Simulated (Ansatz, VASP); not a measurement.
**Ca3Sn2N in VASP and in Ansatz**

Contents of INCAR:

```
PREC     = Accurate       # precision mode
ENCUT    = 600            # plane-wave cutoff, eV
EDIFF    = 1E-7           # SCF threshold, eV
ISMEAR   = 0              # smearing method
SIGMA    = 0.1            # smearing width, eV
LREAL    = F              # projectors in reciprocal space
LASPH    = T              # aspherical terms in the spheres
NELM     = 80             # most SCF steps
ALGO     = Normal         # electronic algorithm
ISIF     = 3              # what is computed and relaxed
LWAVE    = F              # write WAVECAR
LCHARG   = F              # write CHGCAR
GGA      = PE             # functional
IBRION   = 2              # ionic algorithm
NSW      = 90             # ionic steps
EDIFFG   = -0.04          # ionic threshold
```

KPOINTS

```
Automatic mesh
0
Gamma
  3 3 6
```

File POSCAR:

```
Ca3Sn2N
1.0
    6.5535083300      0.0000000000      0.0000000000
   -3.2767541700      5.6755047000      0.0000000000
    0.0000000000      0.0000000000      3.5975593200
Ca Sn N
3 2 1
Direct
    0.5000000000      0.0000000000      0.5000000000
    0.5000000000      0.5000000000      0.5000000000
    0.0000000000      0.5000000000      0.5000000000
    0.3333333300      0.6666666700      0.0000000000
    0.6666666700      0.3333333300      0.0000000000
    0.0000000000      0.0000000000      0.0000000000
```

Input for Ansatz:

```yaml
crystal:
  lattice:
    - [6.55350833, 0.0, 0.0]
    - [-3.27675417, 5.6755047, 0.0]
    - [0.0, 0.0, 3.59755932]
  atoms:
    - { symbol: Ca, position: [0.5, 0.0, 0.5] }
    - { symbol: Ca, position: [0.5, 0.5, 0.5] }
    - { symbol: Ca, position: [0.0, 0.5, 0.5] }
    - { symbol: Sn, position: [0.33333333, 0.66666667, 0.0] }
    - { symbol: Sn, position: [0.66666667, 0.33333333, 0.0] }
    - { symbol: "N", position: [0.0, 0.0, 0.0] }
basis:
  ecutwfc: 420
kpoints:
  mp_grid: { grid: [3, 3, 6] }
hamiltonian:
  xc: pbe
scf:
  occupations: { method: gaussian, width: 0.1 }
  lower_state_search: "off"
output:
  forces: true
  stress: true
  eigenvalues: true
relax:
  adjacent_minimum: "off"
  f_tol: 0.04
  max_steps: 70
  cell: { stress_tol: 0.4 }
```

Change from the starting cell: species swapped into the DyB2Ru3 type (P6/mmm, No. 191).

Alike in both runs: task relaxation of cell and atoms; functional PBE; k mesh 3 × 3 × 6; occupations gaussian, width 0.1 eV; no spin polarisation.

```csv
,VASP,Ansatz
version,VASP 6.6.1,Ansatz 0.2.0
potentials or method,"VASP PAW PBE potentials, release 64 (Ca_sv, Sn_d, N), cutoff 600 eV","scalar-relativistic, plane waves, PAW"
valence electrons in the cell,63,63
```

|  | VASP | Ansatz | Ansatz less VASP |
| --- | --- | --- | --- |
| gap on the k mesh at the Fermi level, each at its own relaxed structure (eV) | none | none | - |
| relaxed volume (Å³/atom) | 33.51 | 33.10 | -0.410 |
| relaxed cell length with the largest relative difference (Å) | 6.926 | 6.847 | -0.0788 |

A gap of «none» marks a metal or a gap that the smearing closes.

The k mesh is coarse, so the values compare programs but aren't converged. Noted on VASP's run: the volume moved by over 15 % at a fixed basis, so the end points are rough.
